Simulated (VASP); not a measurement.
Crystal: HfO2.

```
Hf O
1.0
     5.08032    0.00000    0.00000
     0.00000    5.16487    0.00000
     0.00000    0.00000    4.89088
Hf O
4 8
Direct
  0.22259 0.78180 0.27207
  0.72259 0.71820 0.72793
  0.77741 0.21820 0.27207
  0.27741 0.28180 0.72793
  0.18682 0.16365 0.10453
  0.68682 0.33635 0.89547
  0.81318 0.83635 0.10453
  0.31318 0.66365 0.89547
  0.00000 0.50000 0.48905
  0.50000 0.00000 0.51095
  0.00000 0.00000 0.57562
  0.50000 0.50000 0.42438
```

Base run:

```yaml
Program: VASP 6.6.1
Functional: revPBE
Potentials_or_basis: VASP PAW PBE potentials, release 64 (Hf_pv, O)
Cutoff: 520 eV
k_mesh: 5 × 5 × 6
Occupations: fermi-dirac, width 0.05 eV
Spin: no spin polarisation
```

Its results: band gap on the k mesh 3.88 eV, direct; pressure 10.3 GPa; largest force 0.141 eV/Å.

Task: The run is repeated on the same cell with these changes: functional from revPBE to RPBE; further incar settings from ALGO = Normal; EDIFF = 1e-06; NBANDS = 56 to ALGO = Normal; EDIFF = 1e-07; NBANDS = 56. What comes out?

Result: Band gap on the k mesh 3.90 eV, direct; pressure 11.7 GPa; largest force 0.154 eV/Å.

Caveats: the PAW data sets were made with another functional, which shifts forces and pressure a little; spin-orbit coupling is left out, which moves the levels of the heavy elements.

A k mesh can miss the band edges.
